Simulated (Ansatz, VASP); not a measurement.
Two plane-wave programs on WS

Contents of INCAR:

```
SYSTEM = WS
PREC     = Accurate       ! precision mode
ENCUT    = 520            ! plane-wave cutoff, eV
EDIFF    = 1E-7           ! SCF threshold, eV
ISMEAR   = 0              ! smearing method
SIGMA    = 0.05           ! smearing width, eV
LREAL    = .FALSE.        ! projectors in reciprocal space
LASPH    = .TRUE.         ! aspherical terms in the spheres
NELM     = 150            ! most SCF steps
ALGO     = Normal         ! electronic algorithm
ISIF     = 2              ! what is computed and relaxed
LWAVE    = .FALSE.        ! write WAVECAR
LCHARG   = .FALSE.        ! write CHGCAR
LMAXMIX  = 4              ! l up to which the mixer works
LDAU     = .TRUE.         ! DFT+U
LDAUTYPE = 2            
LDAUL    = 2 -1           ! shell
LDAUU    = 4 0            ! U, eV
LDAUJ    = 0 0          
LDAUPRINT= 1            
GGA      = PS             ! functional
NBANDS   = 17             ! bands
```

The input KPOINTS:

```
regular mesh
0
G
  14 14 14
  0 0 0
```

POSCAR

```
WS
1.0
    0.0000000000      2.4499136187      2.4499136187
    2.4499136187      0.0000000000      2.4499136187
    2.4499136187      2.4499136187      0.0000000000
W S
1 1
Direct
    0.0000000000      0.0000000000      0.0000000000
    0.5000000000      0.5000000000      0.5000000000
```

Input for Ansatz:

```yaml
crystal:
  lattice:
    - [0.0, 2.4499136187, 2.4499136187]
    - [2.4499136187, 0.0, 2.4499136187]
    - [2.4499136187, 2.4499136187, 0.0]
  atoms:
    - { symbol: W, position: [0.0, 0.0, 0.0] }
    - { symbol: S, position: [0.5, 0.5, 0.5] }
basis:
  ecutwfc: 420
kpoints:
  mp_grid: { grid: [14, 14, 14] }
hamiltonian:
  xc: pbesol
  hubbard: { sites: [{ species: W, l: d, u_eff: 4.0 }] }
scf:
  occupations: { method: gaussian, width: 0.05 }
output:
  forces: true
  stress: true
  eigenvalues: true
```

Alike in both runs: task single point; functional PBEsol; k mesh 14 × 14 × 14; occupations gaussian, width 0.05 eV; no spin polarisation; Hubbard terms W d U = 4.0 eV.

|  | VASP | Ansatz |
| --- | --- | --- |
| version | VASP 6.6.1 | Ansatz 0.2.0 |
| potentials or method | VASP PAW PBE potentials, release 64 (W_sv, S), cutoff 520 eV | scalar-relativistic, plane waves, PAW |
| valence electrons in the cell | 20 | 20 |

Ansatz gave:

* gap on the k mesh at the Fermi level (eV): none
* pressure (GPa): 1.0

Task: Which values does VASP return?

Result: gap on the k mesh at the Fermi level (eV): none; pressure (GPa): 5.1.

VASP's potentials were made for PBE, not for PBEsol. The programs project onto different local orbitals, so the same U acts differently, and such runs can settle in different states. A gap of «none» marks a metal or a gap that the smearing closes. Ansatz's warnings: filled band counts differ across k points.

Neither program's run includes spin-orbit coupling.
